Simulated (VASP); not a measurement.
Set up this calculation in VASP 6.6.1, as the native input.

```
Task                   : single point
Functional             : PBE
Potentials or basis    : VASP PAW PBE potentials, release 64 (Ga_d, Sn_d)
Cutoff                 : 520 eV
k mesh                 : 4 × 4 × 3
Occupations            : methfessel-paxton, width 0.1 eV
Spin                   : no spin polarisation
Dipole correction      : no
Further INCAR settings : ALGO = Normal; EDIFF = 1e-06; NBANDS = 49
```

The structure of Ga2Sn lies in POSCAR:

```
Ga2Sn
1.0
    2.5097670000      4.3470410000      0.0000000000
   -2.5097670000      4.3470410000      0.0000000000
    0.0000000000      0.0000000000      6.6008130000
Ga Sn
4 2
Direct
    0.0000000000      0.0000000000      0.0000000000
    0.0000000000      0.0000000000      0.5000000000
    0.3333000000      0.3334000000      0.7500000000
    0.6666000000      0.6667000000      0.2500000000
    0.3333000000      0.3334000000      0.2500000000
    0.6666000000      0.6667000000      0.7500000000
```

One way to write it, as run:

INCAR

```
SYSTEM = Ga2Sn
PREC     = Accurate       ! precision mode
ENCUT    = 520            ! plane-wave cutoff, eV
EDIFF    = 1E-6           ! SCF threshold, eV
ISMEAR   = 1              ! smearing method
SIGMA    = 0.1            ! smearing width, eV
LREAL    = .False.        ! projectors in reciprocal space
LASPH    = .True.         ! aspherical terms in the spheres
NELM     = 80             ! most SCF steps
ALGO     = Normal         ! electronic algorithm
ISIF     = 2              ! what is computed and relaxed
LWAVE    = .False.        ! write WAVECAR
LCHARG   = .False.        ! write CHGCAR
GGA      = PE             ! functional
NBANDS   = 49             ! bands
```

KPOINTS

```
regular mesh
0
Gamma
  4 4 3
  0 0 0
```

Potentials or basis: VASP PAW PBE potentials, release 64 (Ga_d, Sn_d).

Run with:

```sh
$ cat potpaw_PBE.64/Ga_d/POTCAR potpaw_PBE.64/Sn_d/POTCAR > POTCAR
$ mpirun -np 1 vasp_std > vasp.out
```

It gave:

```json
{"Pressure": "-1.4 GPa", "Band gap on the k mesh": "zero (bands 40 and 41 overlap by 0.67 eV)"}
```

Caveat: the k points lie up to 0.36 Å⁻¹ apart, too coarse for converged energies and pressures of a metal; spin-orbit coupling is left out, which moves the levels of the heavy elements.

Run time: 3.1 min on 1 thread of Oxide Virtual Turin-like Processor, on a shared host, peak memory 0.27 GiB.
